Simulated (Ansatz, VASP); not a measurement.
Two plane-wave programs on BN

File INCAR:

```
  PREC = Accurate
  ENCUT = 520
  EDIFF = 1E-7
  ISMEAR = 0
  SIGMA = 0.05
  LREAL = False
  LASPH = True
  NELM = 60
  ALGO = Normal
  ISIF = 2
  LWAVE = False
  LCHARG = False
  GGA = PE
  NBANDS = 11
```

The input KPOINTS:

```
regular mesh
0
Gamma
  12 12 12
```

File POSCAR:

```
BN
1.0
    0.0000000000      1.6180308213      1.9410158605
    1.9410158605      0.0000000000      1.9410158605
    1.9410158605      1.6180308213      0.0000000000
B N
1 1
Direct
    0.0000000000      0.0000000000      0.0000000000
    0.7500000000      0.7500000000      0.7500000000
```

Input for Ansatz:

```yaml
crystal:
  lattice:
    - [0.0, 1.6180308213, 1.9410158605]
    - [1.9410158605, 0.0, 1.9410158605]
    - [1.9410158605, 1.6180308213, 0.0]
  atoms:
    - { symbol: B, position: [0.0, 0.0, 0.0] }
    - { symbol: "N", position: [0.75, 0.75, 0.75] }
basis:
  ecutwfc: 520.0
kpoints:
  mp_grid: { grid: [12, 12, 12] }
hamiltonian:
  xc: pbe
scf:
  occupations: { method: gaussian, width: 0.05 }
output:
  forces: true
  stress: true
  eigenvalues: true
```

Alike in both runs: task single point; functional PBE; k mesh 12 × 12 × 12; occupations gaussian, width 0.05 eV; no spin polarisation.

|  | VASP | Ansatz |
| --- | --- | --- |
| version | VASP 6.6.1 | Ansatz 0.2.0 |
| potentials or method | VASP PAW PBE potentials, release 64 (B, N), cutoff 520 eV | scalar-relativistic, plane waves, PAW |
| valence electrons in the cell | 8 | 8 |

```tsv
	VASP	Ansatz	Ansatz less VASP
gap on the k mesh at the Fermi level (eV)	1.92	1.93	+0.012
least direct gap on the mesh (eV)	7.23	7.24	+0.010
pressure (GPa)	-9.1	-9.3	-0.13
traceless stress, the component that is largest in VASP (GPa)	55.55	55.52	-0.027
```
